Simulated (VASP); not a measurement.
Write the native input for VASP 6.6.1 that does the following.

```yaml
Task: single point
Functional: PBEsol
Potentials_or_basis: VASP PAW PBE potentials, release 64 (Sc_sv)
Cutoff: 520 eV
k_mesh: 14 × 14 × 14
Occupations: gaussian, width 0.1 eV
Spin: no spin polarisation
Dipole_correction: no
Further_INCAR_settings: ALGO = Normal; EDIFF = 1e-06; NBANDS = 12
```

The structure of Sc lies in POSCAR:

```
Sc
1.0
    0.0000000000      2.4501963323      2.4501963323
    2.4501963323      0.0000000000      2.4501963323
    2.4501963323      2.4501963323      0.0000000000
Sc
1
Direct
    0.0000000000      0.0000000000      0.0000000000
```

This cell differs from its parent crystal: Al replaced by Sc, lengths x 1.243, strained.

One way to write it, as run:

INCAR

```
SYSTEM = Sc
PREC = Accurate
ENCUT = 520
EDIFF = 1E-6
ISMEAR = 0
SIGMA = 0.1
LREAL = .False.
LASPH = .True.
NELM = 60
ALGO = Normal
ISIF = 2
LWAVE = .False.
LCHARG = .False.
GGA = PS
NBANDS = 12
```

KPOINTS

```
regular mesh
0
Gamma
  14 14 14
  0 0 0
```

Potentials or basis: VASP PAW PBE potentials, release 64 (Sc_sv).

The run is started by

```console
$ cat potpaw_PBE.64/Sc_sv/POTCAR > POTCAR
$ mpirun -np 1 vasp_std > vasp.out
```

Results of the run:

```
Pressure : -8.4 GPa
```

Caveat: the cell differs from its parent crystal (Al replaced by Sc, lengths x 1.243, strained); the PAW data sets were made with another functional, which shifts forces and pressure a little.

Wall time 38 s on 1 thread of Intel(R) Xeon(R) Platinum 8259CL CPU @ 2.50GHz (Skylake/Cascade Lake), on a shared host, peak memory 0.18 GiB.
